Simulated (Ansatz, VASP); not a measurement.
**One calculation of Na3TeF, two programs**

```
Na Te F
1.0
     4.76463    0.00000    0.00000
     0.00000    4.76463    0.00000
     0.00000    0.00000    4.76463
Na Te F
3 1 1
Direct
  0.50000 0.00000 0.00000
  0.00000 0.50000 0.00000
  0.00000 0.00000 0.50000
  0.50000 0.50000 0.50000
  0.00000 0.00000 0.00000
```

Alike in both runs: task single point; functional PBE; k mesh 4 × 4 × 4; occupations gaussian, width 0.1 eV; no spin polarisation.

```csv
,VASP,Ansatz
version,VASP 6.6.1,Ansatz 0.2.0
potentials or method,"VASP PAW PBE potentials, release 64 (Na_pv, Te, F), cutoff 520 eV","scalar-relativistic, plane waves, PAW"
valence electrons in the cell,34,50
```

|  | VASP | Ansatz | Ansatz less VASP |
| --- | --- | --- | --- |
| gap on the k mesh at the Fermi level (eV) | 2.01 | 2.01 | +0.004 |
| least direct gap on the mesh (eV) | 2.26 | 2.26 | +0.004 |
| pressure (GPa) | -0.6 | -0.6 | +0.03 |

The functional is the same, so the differences come from potentials, cutoffs and numerics. VASP's potentials hold 34 valence electrons a cell and Ansatz's 50, so a difference there can come from the potentials and not from the codes.

Spin-orbit coupling is off throughout.
